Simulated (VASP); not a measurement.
Wanted: the native input for a VASP 6.6.1 run.

```yaml
Task: single point
Functional: PBE
Potentials_or_basis: VASP PAW PBE potentials, release 64 (Zn, S)
Cutoff: 520 eV
k_mesh: 9 × 9 × 4
Occupations: gaussian, width 0.05 eV
Spin: no spin polarisation
Dipole_correction: no
Further_INCAR_settings: ALGO = Normal; EDIFF = 1e-06; NBANDS = 26
```

The structure of ZnS lies in POSCAR:

```
ZnS
1.0
    3.8455587354      0.0000000000      0.0000000000
   -1.9227793677      3.3303515566      0.0000000000
    0.0000000000      0.0000000000      6.3037246812
Zn S
2 2
Direct
    0.2627428941      0.6274215606      0.0052003729
    0.7372571059      0.3725784394      0.5052003729
    0.3903774463      0.6983806252      0.3797996271
    0.6096225537      0.3016193748      0.8797996271
```

This cell differs from its parent crystal: atoms displaced along a vibrational mode.

The input as run:

INCAR

```
PREC = Accurate
ENCUT = 520
EDIFF = 1E-6
ISMEAR = 0
SIGMA = 0.05
LREAL = F
LASPH = T
NELM = 80
ALGO = Normal
ISIF = 2
LWAVE = F
LCHARG = F
GGA = PE
NBANDS = 26
```

KPOINTS

```
regular mesh
0
Gamma
  9 9 4
```

Potentials or basis: VASP PAW PBE potentials, release 64 (Zn, S).

The run is started by

```bash
$ cat potpaw_PBE.64/Zn/POTCAR potpaw_PBE.64/S/POTCAR > POTCAR
$ mpirun -np 1 vasp_std > vasp.out
```

Results of the run:

The pressure is -0.3 GPa, the largest force is 0.353 eV/Å and the band gap on the k mesh is 1.93 eV.

Caveat: the cell differs from its parent crystal (atoms displaced along a vibrational mode).

Wall time 2.2 min on 1 thread of Intel(R) Xeon(R) 6975P-C (Granite Rapids), with other jobs on the host, peak memory 0.34 GiB.
